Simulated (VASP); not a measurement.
# H (P-3m1) in VASP: single point with LDA

Aim: the single point of H with LDA.

All numbers are computed with VASP 6.6.1; they aren't measurements. Logs are shortened: lines on timing, memory, paths and dates and some standing lists are left out, and cuts for length are marked.

## (1) The cell of the first run

Symmetry: P-3m1, No. 164, trigonal system. The conventional cell has a = 3.840 Å, b = 3.840 Å, c = 4.441 Å, α = 90.00°, β = 90.00°, γ = 120.00°. H (site symmetry 3m) has 6 H at 2.91 to 3.39 Å within 3.8 Å.

## (2) Single point, LDA

INCAR reads:

```
ALGO = Normal
EDIFF = 1E-6
ENCUT = 500
GGA = CA
GGA_COMPAT = False
ISIF = 2
ISMEAR = 0
LASPH = True
LCHARG = True
LELF = True
LREAL = False
LVHAR = True
LWAVE = False
NBANDS = 8
NELM = 120
PREC = Accurate
SIGMA = 0.1
```

KPOINTS reads:

```
k-points
0
Gamma
  5 5 4
```

POSCAR reads:

```
H
1.0
    3.8398220000      0.0000000000      0.0000000000
   -1.9199110000      3.3253830000      0.0000000000
    0.0000000000      0.0000000000      4.4413930000
H
2
Direct
    0.0000000000      0.0000000000      0.0080770000
    0.6666666667      0.3333333333      0.4318850000
```

Potentials or basis: VASP PAW LDA potentials, release 64 (H).

On the command line:

```bash
cat potpaw_LDA.64/H/POTCAR > POTCAR
mpirun -np 1 vasp_std > vasp.out
```

OUTCAR:

```text
EDIFF = 1E-6
   ENCUT = 500
   GGA = CA
   ISIF = 2
   ISMEAR = 0
   LASPH = True
   LREAL = False
   NELM = 120
   PREC = Accurate

 ion  position               nearest neighbor table
   1  0.000  0.000  0.008-
   2  0.667  0.333  0.432-

  LATTYP: Found a hexagonal cell.
 ALAT       =     3.8398220000
 C/A-ratio  =     1.1566663767

  Lattice vectors:

 A1 = (   3.8398220000,   0.0000000000,   0.0000000000)
 A2 = (  -1.9199110000,   3.3253830000,   0.0000000000)
 A3 = (   0.0000000000,   0.0000000000,   4.4413930000)

Analysis of symmetry for initial positions (statically):
=====================================================================
 Subroutine PRICEL returns:
 Original cell was already a primitive cell.

 Routine SETGRP: Setting up the symmetry group for a
 hexagonal supercell.

 Subroutine GETGRP returns: Found 12 space group operations
 (whereof  6 operations were pure point group operations)
 out of a pool of 24 trial point group operations.

The static configuration has the point symmetry C_3v.
 The point group associated with its full space group is D_3d.

Analysis of symmetry for dynamics (positions and initial velocities):
=====================================================================
 Subroutine PRICEL returns:
 Original cell was already a primitive cell.

 Routine SETGRP: Setting up the symmetry group for a
 hexagonal supercell.

 Subroutine GETGRP returns: Found 12 space group operations
 (whereof  6 operations were pure point group operations)
 out of a pool of 24 trial point group operations.

The dynamic configuration has the point symmetry C_3v.
 The point group associated with its full space group is D_3d.

 Subroutine INISYM returns: Found 12 space group operations
 (whereof  6 operations are pure point group operations),
 and found     1 'primitive' translations

----------------------------------------------------------------------------------------

                                     Primitive cell

  volume of cell :      56.7116

  direct lattice vectors                    reciprocal lattice vectors
     3.839822000  0.000000000  0.000000000     0.260428739  0.150358620  0.000000000
    -1.919911000  3.325383000  0.000000000     0.000000000  0.300717241  0.000000000
     0.000000000  0.000000000  4.441393000     0.000000000  0.000000000  0.225154586

  length of vectors
     3.839822000  3.839821655  4.441393000     0.300717214  0.300717241  0.225154586

  position of ions in fractional coordinates (direct lattice)
     0.000000000  0.000000000  0.008077000
     0.666666667  0.333333333  0.431885000

  ion indices of the primitive-cell ions
   primitive index   ion index
                 1           1
                 2           2

----------------------------------------------------------------------------------------

 KPOINTS: k-points

Automatic generation of k-mesh.
 Grid dimensions read from file:
 generate k-points for:    5    5    4

 Generating k-lattice:

  Cartesian coordinates                     Fractional coordinates (reciprocal lattice)
     0.052085748  0.030071724  0.000000000     0.200000000  0.000000000  0.000000000
     0.000000000  0.060143448  0.000000000     0.000000000  0.200000000  0.000000000
     0.000000000  0.000000000  0.056288646     0.000000000  0.000000000  0.250000000

  Length of vectors
     0.060143443  0.060143448  0.056288646

  Shift w.r.t. Gamma in fractional coordinates (k-lattice)
     0.000000000  0.000000000  0.000000000

 Subroutine IBZKPT returns following result:
 ===========================================

 Found     17 irreducible k-points:

 Following reciprocal coordinates:
            Coordinates               Weight
  0.000000  0.000000  0.000000      1.000000
  0.200000  0.000000  0.000000      6.000000
  0.400000  0.000000  0.000000      6.000000
  0.200000  0.200000  0.000000      6.000000
  0.400000  0.200000  0.000000      6.000000
  0.000000  0.000000  0.250000      2.000000
[... 9 lines left out ...]
  0.200000  0.200000  0.500000      6.000000
  0.400000  0.200000  0.500000      6.000000
   k-points           NKPTS =     17   k-points in BZ     NKDIM =     17   number of bands    NBANDS=      8
   number of dos      NEDOS =    301   number of ions     NIONS =      2
   total plane-waves  NPLWV =  25088
   dimension x,y,z NGX =    28 NGY =   28 NGZ =   32
   dimension x,y,z NGXF=    56 NGYF=   56 NGZF=   64
   ions per type =               2
   NGX,Y,Z   is equivalent  to a cutoff of  12.12, 12.12, 11.98 a.u.
   NGXF,Y,Z  is equivalent  to a cutoff of  24.25, 24.25, 23.96 a.u.
 SYSTEM =  unknown system
   PREC   = accura    normal or accurate (medium, high low for compatibility)
   ISTART =      0    job   : 0-new  1-cont  2-samecut
   ICHARG =      2    charge: 1-file 2-atom 10-const
   ISPIN  =      1    spin polarized calculation?
   LNONCOLLINEAR =      F non collinear calculations
   LSORBIT =      F    spin-orbit coupling
   LASPH  =      T    aspherical Exc in radial PAW
   ENCUT  =  500.0 eV  36.75 Ry    6.06 a.u.   7.00  7.00  8.10*2*pi/ulx,y,z
   NELM   =    120;   NELMIN=  2; NELMDL= -5     # of ELM steps
   EDIFF  = 0.1E-05   stopping-criterion for ELM
   LREAL  =      F    real-space projection
   EDIFFG = 0.1E-04   stopping-criterion for IOM
   NSW    =      0    number of steps for IOM
   IBRION =     -1    ionic relax: 0-MD 1-quasi-New 2-CG
   NFREE  =      0    steps in history (QN), initial steepest desc. (CG)
   ISIF   =      2    stress and relaxation
   ISYM   =      2    0-nonsym 1-usesym 2-fastsym
   POTIM  = 0.5000    time-step for ionic-motion
   TEBEG  =    0.0;   TEEND  =   0.0 temperature during run
   PSTRESS=    0.0 pullay stress
   NELECT =       2.0000    total number of electrons
   NUPDOWN=      -1.0000    fix difference up-down
   EMIN   =  10.00;   EMAX   =-10.00  energy-range for DOS
   EFERMI =   0.00;   METHOD = LEGACY
   ISMEAR =     0;   SIGMA  =   0.10  broadening in eV -4-tet -1-fermi 0-gaus
   EFERMI_NEDOS =   21; number of points for ismear=-14 and -15
   IALGO  =     38    algorithm
   IMIX   =      4    mixing-type and parameters
     AMIX     =   0.40;   BMIX     =  1.00
     AMIX_MAG =   1.60;   BMIX_MAG =  1.00
  volume/ion in A,a.u.               =      28.36       191.35
  Fermi-wavevector in a.u.,A,eV,Ry     =   0.536860  1.014518  3.921449  0.288218
  Thomas-Fermi vector in A             =   1.562372
   LORBIT       =      0    0 simple, 1 ext, 2 COOP (PROOUT), +10 PAW based schemes
   GGA     = CA    functional components
   LHFCALC =     F    Hartree Fock is set to
   AEXX    =    0.0000 exact exchange contribution
   IVDW    =     0    specifies the selected vdW correction
   LEPSILON=     F    determine dielectric tensor
   LRPA    =     F    only Hartree local field effects (RPA)
 non-spin polarized calculation
 Gauss-broadening in eV      SIGMA  =   0.10
  energy-cutoff  :      500.00
  volume of cell :       56.71
 maximum number of plane-waves:      1452
 NGX is ok and might be reduce to    28
   NGX = 13   NGY = 13   NGZ = 17

 number of electron       2.0000000 magnetization

 Free energy of the ion-electron system (eV)
  ---------------------------------------------------
  ext. energy  EPLUGINS =         0.00000000
  ---------------------------------------------------
  free energy    TOTEN  =        -1.31601162 eV

  energy without entropy =       -1.31062478  energy(sigma->0) =       -1.31331820

 E-fermi :  -5.5169     XC(G=0):  -4.9108

 val. band max:       -5.5597826902   @ k =   0.2000   0.0000   0.5000
 cond. band min:      -5.4395014534   @ k =   0.4000   0.2000   0.5000
 fundamental gap:      0.1202812367
 Fermi energy:        -5.5168997048

 k-point     1 :       0.0000    0.0000    0.0000
  band No.  band energies     occupation
      1      -7.6264      2.00000
      2      -4.2853      0.00000
      3       2.8872      0.00000
      4       5.0846      0.00000
      5       6.5545      0.00000
      6       8.1975      0.00000
      7       8.1975      0.00000
      8       9.4290      0.00000

 k-point     2 :       0.2000    0.0000    0.0000
  band No.  band energies     occupation
      1      -7.2584      2.00000
      2      -4.3771      0.00000
      3       3.0209      0.00000
      4       3.9866      0.00000
      5       5.1272      0.00000
      6       6.6264      0.00000
      7       8.2868      0.00000
      8      10.9920      0.00000

 k-point     3 :       0.4000    0.0000    0.0000
  band No.  band energies     occupation
      1      -6.3452      2.00000
      2      -4.8561      0.00000
      3       1.5531      0.00000
      4       4.4233      0.00000
      5       5.3348      0.00000
      6       5.5872      0.00000
      7       7.2192      0.00000
      8       8.0781      0.00000

 k-point     4 :       0.2000    0.2000    0.0000
  band No.  band energies     occupation
      1      -6.5993      2.00000
      2      -4.6625      0.00000
      3       1.9750      0.00000
      4       3.9090      0.00000
      5       4.6215      0.00000
      6       5.8185      0.00000
      7       8.8669      0.00000
      8       9.6753      0.00000

 k-point     5 :       0.4000    0.2000    0.0000
  band No.  band energies     occupation
      1      -5.8289      1.99999
      2      -5.1874      0.00000
      3       1.1045      0.00000
      4       4.2279      0.00000
      5       4.4411      0.00000
      6       6.4093      0.00000
      7       7.2517      0.00000
      8       8.6927      0.00000
[... 100 lines left out ...]
 k-point    15 :       0.4000    0.0000    0.5000
  band No.  band energies     occupation
      1      -5.7387      1.99830
      2      -5.2416      0.00010
      3       1.2884      0.00000
      4       1.8375      0.00000
      5       5.6974      0.00000
      6       6.6592      0.00000
      7       7.1197      0.00000
      8       7.8612      0.00000

 k-point    16 :       0.2000    0.2000    0.5000
  band No.  band energies     occupation
      1      -5.9021      2.00000
      2      -5.2883      0.00123
      3       1.6494      0.00000
      4       2.4251      0.00000
      5       4.8409      0.00000
      6       5.2472      0.00000
      7       9.3241      0.00000
      8      10.2261      0.00000

 k-point    17 :       0.4000    0.2000    0.5000
  band No.  band energies     occupation
      1      -5.4395      0.27370
      2      -5.2109      0.00002
      3       1.5877      0.00000
      4       1.8385      0.00000
      5       3.4563      0.00000
      6       4.0828      0.00000
      7       9.5713      0.00000
      8      10.5021      0.00000

------------------------ aborting loop because EDIFF is reached ----------------------------------------

  FORCE on cell =-STRESS in cart. coord.  units (eV):
  Direction    XX          YY          ZZ          XY          YZ          ZX
  --------------------------------------------------------------------------------------
  -------------------------------------------------------------------------------------
  Total       -1.3749821     -1.3749818     -1.9970996      0.0000000     -0.0000000      0.0000000
  in kB      -38.8450474    -38.8450381    -56.4206826      0.0000000     -0.0000000      0.0000000
  external PRESSURE =     -44.7035894 kB  Pullay stress =       0.0000000 kB

 VOLUME and BASIS-vectors are now :
 -----------------------------------------------------------------------------
  energy-cutoff  :      500.00
  volume of cell :       56.71
      direct lattice vectors                 reciprocal lattice vectors
     3.839822000  0.000000000  0.000000000     0.260428739  0.150358620  0.000000000
    -1.919911000  3.325383000  0.000000000     0.000000000  0.300717241  0.000000000
     0.000000000  0.000000000  4.441393000     0.000000000  0.000000000  0.225154586

 POSITION                                       TOTAL-FORCE (eV/Angst)
 -----------------------------------------------------------------------------------
      0.00000      0.00000      0.03587        -0.000000     -0.000000      0.550618
      1.91991      1.10846      1.91817         0.000000      0.000000     -0.550618
 -----------------------------------------------------------------------------------
    total drift:                               -0.000000      0.000000      0.000002

  FREE ENERGIE OF THE ION-ELECTRON SYSTEM (eV)
  ---------------------------------------------------
  free  energy   TOTEN  =        -1.3160116179 eV

  energy  without entropy=       -1.3106247850  energy(sigma->0) =       -1.31331820
```

Run time: 8 s. Hardware: 1 thread of Intel Xeon 8259CL, shared host; peak memory 0.13 GiB.

What came out:

```yaml
Free_energy: -1.3160 eV
Pressure: -4.5 GPa
Largest_force: 0.551 eV/Å
Band_gap_on_the_k_mesh: zero (band 1 reaches -5.44 eV, above the bottom of band 2 at -5.77 eV)
```

Forces in eV/Å, atoms in the order of the input:
```
H    0.000  0.000  0.551
H    0.000  0.000 -0.551
```

Stress tensor (GPa, compression positive):
```
-3.88  0.00  0.00
 0.00 -3.88  0.00
 0.00  0.00 -5.64
```

Levels at points of the mesh, in eV from the Fermi level:
```csv
k point,band 1,band 2,band 3,band 4
"(0.00, 0.00, 0.00)",-2.11,1.23,8.40,10.60
"(0.00, 0.00, 0.50)",-1.18,-0.26,8.35,10.08
```

Caveat: the k points lie up to 0.38 Å⁻¹ apart.
